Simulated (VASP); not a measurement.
## PbO: single point with PBE

The system is PbO.

```
Pb O
1.0
     3.74969    0.00000    0.00000
    -1.87484    3.24732    0.00000
     0.00000    0.00000    6.50515
Pb O
2 2
Direct
  0.33333 0.66667 0.25000
  0.66667 0.33333 0.75000
  0.00000 0.00000 0.00000
  0.00000 0.00000 0.50000
```

| Item | Value |
| --- | --- |
| Program | VASP 6.6.1 |
| Task | single point |
| Functional | PBE |
| Potentials or basis | VASP PAW PBE potentials, release 64 (Pb_d, O) |
| Cutoff | 520 eV |
| k mesh | 10 × 10 × 6 |
| Occupations | gaussian, width 0.05 eV |
| Spin | no spin polarisation |

```yaml
Pressure: -6.5 GPa
Band_gap_on_the_k_mesh: 0.20 eV (least direct gap 0.23 eV)
```

Levels at points of the mesh, in eV from the valence-band top:
```
           k point  band 17  band 18  band 19  band 20  band 21  band 22  band 23  band 24
(0.00, 0.00, 0.00)    -1.64    -1.40    -1.40     0.00     0.45     5.19     5.19     7.37
(0.50, 0.00, 0.00)    -2.57    -1.50    -1.09    -0.03     0.20     3.39     3.73     4.68
(0.00, 0.00, 0.50)    -1.59    -1.59    -1.40    -1.40     3.61     3.61     6.19     6.19
(0.50, 0.00, 0.50)    -2.08    -2.08    -1.39    -1.39     1.89     1.89     5.27     5.27
```

Run time: 2 min on 1 thread of AMD EPYC 7R13 Processor (Zen 3) (shared host), peak memory 0.22 GiB.

Caveat: the cell stands under tension; spin-orbit coupling is left out, which moves the levels of the heavy elements. A k mesh can miss the band edges.
